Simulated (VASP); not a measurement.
# BaSr (Cmmm) in VASP: a series of runs

Runs on BaSr. Level: LDA. Tasks: single point.

All numbers are computed with VASP 6.6.1; they aren't measurements. Logs are shortened: lines on timing, memory, paths and dates and some standing lists are left out, and cuts for length are marked.

## (1) The cell of the first run

It takes space group Cmmm (No. 65, orthorhombic). The conventional cell has a = 4.766 Å, b = 6.585 Å, c = 6.921 Å, α = 90.00°, β = 90.00°, γ = 90.00°. Within 5.3 Å of Ba (site symmetry mmm) lie 6 Ba at 4.06 to 4.77 Å and 8 Sr at 4.20 to 4.78 Å. Within 5.3 Å of Sr (site symmetry mmm) lie 6 Sr at 4.06 to 4.77 Å and 8 Ba at 4.20 to 4.78 Å.

## (2) Single point, LDA (strain -0.0500 x Voigt [1, 1, 0, 0, 0, 0])

INCAR

```
PREC = Accurate
ENCUT = 520
EDIFF = 1E-7
ISMEAR = 0
SIGMA = 0.15
LREAL = F
LASPH = T
NELM = 80
ALGO = Fast
ISIF = 2
LWAVE = F
LCHARG = T
GGA = CA
LELF = T
LVHAR = T
NBANDS = 17
```

KPOINTS

```
regular mesh
0
Gamma
  12 12 8
```

POSCAR

```
BaSr
1.0
    2.3831722515     -3.2924353870      0.0000000000
    2.3831722515      3.2924353870      0.0000000000
    0.0000000000      0.0000000000      6.9208264000
Ba Sr
1 1
Direct
    0.0000000000      0.0000000000      0.0000000000
    0.5000000000      0.5000000000      0.5000000000
```

Potentials or basis: VASP PAW LDA potentials, release 64 (Ba_sv, Sr_sv).

Started as:

```console
cat potpaw_LDA.64/Ba_sv/POTCAR potpaw_LDA.64/Sr_sv/POTCAR > POTCAR
mpirun -np 1 vasp_std > vasp.out
```

OUTCAR:

```text
PREC = Accurate
   ENCUT = 520
   EDIFF = 1E-7
   ISMEAR = 0
   LREAL = F
   LASPH = T
   NELM = 80
   ISIF = 2
   GGA = CA

 ion  position               nearest neighbor table
   1  0.000  0.000  0.000-   2 4.20   2 4.20   2 4.20   2 4.20   2 4.78   2 4.78   2 4.78   2 4.78

   2  0.500  0.500  0.500-   1 4.20   1 4.20   1 4.20   1 4.20   1 4.78   1 4.78   1 4.78   1 4.78

  LATTYP: Found a base centered orthorhombic cell.
 ALAT       =     4.7663445030
 B/A-ratio  =     1.3815347946
 C/A-ratio  =     1.4520197597

  Lattice vectors:

 A1 = (   2.3831722515,  -3.2924353870,   0.0000000000)
 A2 = (   2.3831722515,   3.2924353870,   0.0000000000)
 A3 = (   0.0000000000,   0.0000000000,   6.9208264000)

Analysis of symmetry for initial positions (statically):
=====================================================================
 Subroutine PRICEL returns:
 Original cell was already a primitive cell.

 Routine SETGRP: Setting up the symmetry group for a
 base centered orthorhombic supercell.

 Subroutine GETGRP returns: Found  8 space group operations
 (whereof  8 operations were pure point group operations)
 out of a pool of  8 trial point group operations.

The static configuration has the point symmetry D_2h.

Analysis of symmetry for dynamics (positions and initial velocities):
=====================================================================
 Subroutine PRICEL returns:
 Original cell was already a primitive cell.

 Routine SETGRP: Setting up the symmetry group for a
 base centered orthorhombic supercell.

 Subroutine GETGRP returns: Found  8 space group operations
 (whereof  8 operations were pure point group operations)
 out of a pool of  8 trial point group operations.

The dynamic configuration has the point symmetry D_2h.

 Subroutine INISYM returns: Found  8 space group operations
 (whereof  8 operations are pure point group operations),
 and found     1 'primitive' translations

----------------------------------------------------------------------------------------

                                     Primitive cell

  volume of cell :     108.6077

  direct lattice vectors                    reciprocal lattice vectors
     2.383172252 -3.292435387  0.000000000     0.209804390 -0.151863269  0.000000000
     2.383172252  3.292435387  0.000000000     0.209804390  0.151863269  0.000000000
     0.000000000  0.000000000  6.920826400     0.000000000  0.000000000  0.144491415

  length of vectors
     4.064436093  4.064436093  6.920826400     0.258998715  0.258998715  0.144491415

  position of ions in fractional coordinates (direct lattice)
     0.000000000  0.000000000  0.000000000
     0.500000000  0.500000000  0.500000000

  ion indices of the primitive-cell ions
   primitive index   ion index
                 1           1
                 2           2

----------------------------------------------------------------------------------------

 KPOINTS: regular mesh

Automatic generation of k-mesh.
 Grid dimensions read from file:
 generate k-points for:   12   12    8

 Generating k-lattice:

  Cartesian coordinates                     Fractional coordinates (reciprocal lattice)
     0.017483699 -0.012655272  0.000000000     0.083333333  0.000000000  0.000000000
     0.017483699  0.012655272  0.000000000     0.000000000  0.083333333  0.000000000
     0.000000000  0.000000000  0.018061427     0.000000000  0.000000000  0.125000000

  Length of vectors
     0.021583226  0.021583226  0.018061427

  Shift w.r.t. Gamma in fractional coordinates (k-lattice)
     0.000000000  0.000000000  0.000000000

 Subroutine IBZKPT returns following result:
 ===========================================

 Found    215 irreducible k-points:

 Following reciprocal coordinates:
            Coordinates               Weight
  0.000000  0.000000  0.000000      1.000000
  0.083333 -0.000000  0.000000      4.000000
  0.166667  0.000000  0.000000      4.000000
  0.250000  0.000000  0.000000      4.000000
  0.333333  0.000000  0.000000      4.000000
  0.416667  0.000000  0.000000      4.000000
[... 16 lines left out ...]
  0.500000  0.166667  0.000000      4.000000
 -0.416667  0.166667  0.000000      4.000000
 [... further k-points ...]
   k-points           NKPTS =    215   k-points in BZ     NKDIM =    215   number of bands    NBANDS=     17
   number of dos      NEDOS =    301   number of ions     NIONS =      2
   total plane-waves  NPLWV =  48600
   dimension x,y,z NGX =    30 NGY =   30 NGZ =   54
   dimension x,y,z NGXF=    60 NGYF=   60 NGZF=  108
   ions per type =               1   1
   NGX,Y,Z   is equivalent  to a cutoff of  12.27, 12.27, 12.97 a.u.
   NGXF,Y,Z  is equivalent  to a cutoff of  24.54, 24.54, 25.94 a.u.
 SYSTEM =  unknown system
   PREC   = accura    normal or accurate (medium, high low for compatibility)
   ISTART =      0    job   : 0-new  1-cont  2-samecut
   ICHARG =      2    charge: 1-file 2-atom 10-const
   ISPIN  =      1    spin polarized calculation?
   LNONCOLLINEAR =      F non collinear calculations
   LSORBIT =      F    spin-orbit coupling
   LASPH  =      T    aspherical Exc in radial PAW
   ENCUT  =  520.0 eV  38.22 Ry    6.18 a.u.   7.56  7.56 12.87*2*pi/ulx,y,z
   NELM   =     80;   NELMIN=  2; NELMDL= -5     # of ELM steps
   EDIFF  = 0.1E-06   stopping-criterion for ELM
   LREAL  =      F    real-space projection
   EDIFFG = 0.1E-05   stopping-criterion for IOM
   NSW    =      0    number of steps for IOM
   IBRION =     -1    ionic relax: 0-MD 1-quasi-New 2-CG
   NFREE  =      0    steps in history (QN), initial steepest desc. (CG)
   ISIF   =      2    stress and relaxation
   ISYM   =      2    0-nonsym 1-usesym 2-fastsym
   POTIM  = 0.5000    time-step for ionic-motion
   TEBEG  =    0.0;   TEEND  =   0.0 temperature during run
   PSTRESS=    0.0 pullay stress
   NELECT =      20.0000    total number of electrons
   NUPDOWN=      -1.0000    fix difference up-down
   EMIN   =  10.00;   EMAX   =-10.00  energy-range for DOS
   EFERMI =   0.00;   METHOD = LEGACY
   ISMEAR =     0;   SIGMA  =   0.15  broadening in eV -4-tet -1-fermi 0-gaus
   EFERMI_NEDOS =   21; number of points for ismear=-14 and -15
   IALGO  =     68    algorithm
   IMIX   =      4    mixing-type and parameters
     AMIX     =   0.40;   BMIX     =  1.00
     AMIX_MAG =   1.60;   BMIX_MAG =  1.00
  volume/ion in A,a.u.               =      54.30       366.46
  Fermi-wavevector in a.u.,A,eV,Ry     =   0.931389  1.760071 11.802866  0.867486
  Thomas-Fermi vector in A             =   2.057878
   LORBIT       =      0    0 simple, 1 ext, 2 COOP (PROOUT), +10 PAW based schemes
   GGA     = CA    functional components
   LHFCALC =     F    Hartree Fock is set to
   AEXX    =    0.0000 exact exchange contribution
   IVDW    =     0    specifies the selected vdW correction
   LEPSILON=     F    determine dielectric tensor
   LRPA    =     F    only Hartree local field effects (RPA)
 non-spin polarized calculation
 RMM-DIIS sequential band-by-band and
 Gauss-broadening in eV      SIGMA  =   0.15
  energy-cutoff  :      520.00
  volume of cell :      108.61
 maximum number of plane-waves:      2950
   NGX = 15   NGY = 15   NGZ = 25

 number of electron      20.0000000 magnetization

 Free energy of the ion-electron system (eV)
  ---------------------------------------------------
  ext. energy  EPLUGINS =         0.00000000
  ---------------------------------------------------
  free energy    TOTEN  =        -4.13942431 eV

  energy without entropy =       -4.11427404  energy(sigma->0) =       -4.12684917

 E-fermi :   1.6778     XC(G=0):  -7.8565

 val. band max:        1.6721931871   @ k =   0.4167   0.2500   0.3750
 cond. band min:       1.6790262166   @ k =  -0.4167   0.2500   0.1250
 fundamental gap:      0.0068330296
 Fermi energy:         1.6777735687

 k-point     1 :       0.0000    0.0000    0.0000
  band No.  band energies     occupation
      1     -34.6261      2.00000
      2     -26.9457      2.00000
      3     -16.7296      2.00000
      4     -16.6492      2.00000
      5     -16.5998      2.00000
      6     -12.1793      2.00000
[... 9 lines left out ...]
     16       5.3322      0.00000
     17       5.3465      0.00000

 k-point     2 :       0.0833   -0.0000    0.0000
  band No.  band energies     occupation
      1     -34.6254      2.00000
      2     -26.9425      2.00000
      3     -16.7279      2.00000
      4     -16.6555      2.00000
      5     -16.6062      2.00000
      6     -12.1745      2.00000
[... 9 lines left out ...]
     16       5.1932      0.00000
     17       5.2622      0.00000

 k-point     3 :       0.1667    0.0000    0.0000
  band No.  band energies     occupation
      1     -34.6235      2.00000
      2     -26.9335      2.00000
      3     -16.7233      2.00000
      4     -16.6795      2.00000
      5     -16.6164      2.00000
      6     -12.1613      2.00000
[... 9 lines left out ...]
     16       4.9628      0.00000
     17       5.1734      0.00000

 k-point     4 :       0.2500    0.0000    0.0000
  band No.  band energies     occupation
      1     -34.6209      2.00000
      2     -26.9211      2.00000
      3     -16.7203      2.00000
      4     -16.7169      2.00000
      5     -16.6218      2.00000
      6     -12.1882      2.00000
[... 9 lines left out ...]
     16       4.8765      0.00000
     17       5.3254      0.00000
[... 343 lines left out ...]
      1     -34.6141      2.00000
      2     -26.8887      2.00000
      3     -16.7913      2.00000
      4     -16.7010      2.00000
      5     -16.6684      2.00000
      6     -12.4285      2.00000
[... 9 lines left out ...]
     16       5.1822      0.00000
     17       5.8506      0.00000

 k-point    23 :       0.5000    0.1667    0.0000
  band No.  band energies     occupation
      1     -34.6137      2.00000
      2     -26.8869      2.00000
      3     -16.7991      2.00000
      4     -16.7007      2.00000
      5     -16.6650      2.00000
      6     -12.4525      2.00000
[... 9 lines left out ...]
     16       5.2101      0.00000
     17       5.7097      0.00000

 k-point    24 :      -0.4167    0.1667    0.0000
  band No.  band energies     occupation
      1     -34.6146      2.00000
      2     -26.8914      2.00000
      3     -16.7845      2.00000
      4     -16.7034      2.00000
      5     -16.6620      2.00000
      6     -12.4043      2.00000
[... 9 lines left out ...]
     16       5.2396      0.00000
     17       5.5082      0.00000

 [... further k-points ...]

------------------------ aborting loop because EDIFF is reached ----------------------------------------

  FORCE on cell =-STRESS in cart. coord.  units (eV):
  Direction    XX          YY          ZZ          XY          YZ          ZX
  --------------------------------------------------------------------------------------
  -------------------------------------------------------------------------------------
  Total       -0.4549328     -0.0443602     -0.9245728      0.0000000      0.0000000      0.0000000
  in kB       -6.7111542     -0.6543996    -13.6392681      0.0000000      0.0000000      0.0000000
  external PRESSURE =      -7.0016073 kB  Pullay stress =       0.0000000 kB

 VOLUME and BASIS-vectors are now :
 -----------------------------------------------------------------------------
  energy-cutoff  :      520.00
  volume of cell :      108.61
      direct lattice vectors                 reciprocal lattice vectors
     2.383172252 -3.292435387  0.000000000     0.209804390 -0.151863269  0.000000000
     2.383172252  3.292435387  0.000000000     0.209804390  0.151863269  0.000000000
     0.000000000  0.000000000  6.920826400     0.000000000  0.000000000  0.144491415

 POSITION                                       TOTAL-FORCE (eV/Angst)
 -----------------------------------------------------------------------------------
      0.00000      0.00000      0.00000         0.000000      0.000000      0.000000
      2.38317      0.00000      3.46041         0.000000      0.000000      0.000000
 -----------------------------------------------------------------------------------
    total drift:                               -0.000000      0.000000      0.000000

  FREE ENERGIE OF THE ION-ELECTRON SYSTEM (eV)
  ---------------------------------------------------
  free  energy   TOTEN  =        -4.1394243055 eV

  energy  without entropy=       -4.1142740426  energy(sigma->0) =       -4.12684917
```

Run time: 32 min. Hardware: 1 thread of Intel Xeon 8259CL, shared host; peak memory 0.52 GiB.

What came out:

* Free energy: -4.1394 eV
* Pressure: -0.7 GPa
* Band gap on the k mesh: zero (bands 10 and 11 overlap by 0.76 eV)

Stress tensor (GPa, compression positive):
```
-0.67  0.00  0.00
 0.00 -0.07  0.00
 0.00  0.00 -1.36
```

Levels at points of the mesh, in eV from the Fermi level:
| k point | band 6 | band 7 | band 8 | band 9 | band 10 | band 11 | band 12 | band 13 | band 14 | band 15 |
| --- | --- | --- | --- | --- | --- | --- | --- | --- | --- | --- |
| (0.00, 0.00, 0.00) | -13.86 | -13.59 | -13.49 | -3.27 | -1.02 | 0.78 | 0.88 | 2.01 | 2.09 | 2.33 |
| (0.50, 0.00, 0.00) | -14.16 | -13.78 | -13.55 | -0.71 | -0.57 | 0.08 | 0.55 | 0.88 | 1.38 | 3.54 |
| (0.50, 0.50, 0.00) | -14.19 | -13.89 | -13.72 | -1.02 | -0.45 | -0.39 | 0.94 | 1.08 | 3.34 | 4.00 |
| (0.00, 0.00, 0.50) | -13.87 | -13.59 | -13.49 | -2.40 | -2.00 | 0.90 | 1.03 | 1.53 | 1.61 | 3.34 |
| (0.50, 0.00, 0.50) | -14.15 | -13.78 | -13.55 | -1.25 | -0.76 | 0.67 | 0.74 | 1.06 | 1.42 | 3.42 |
| (0.50, 0.50, 0.50) | -14.19 | -13.89 | -13.73 | -0.54 | -0.18 | 0.03 | 0.68 | 1.74 | 1.98 | 2.15 |

Caveat: the cell differs from its parent crystal (strain -0.0500 x Voigt [1, 1, 0, 0, 0, 0]); spin-orbit coupling is left out, which moves the levels of the heavy elements.

(Part 1 of 2 ends here.)
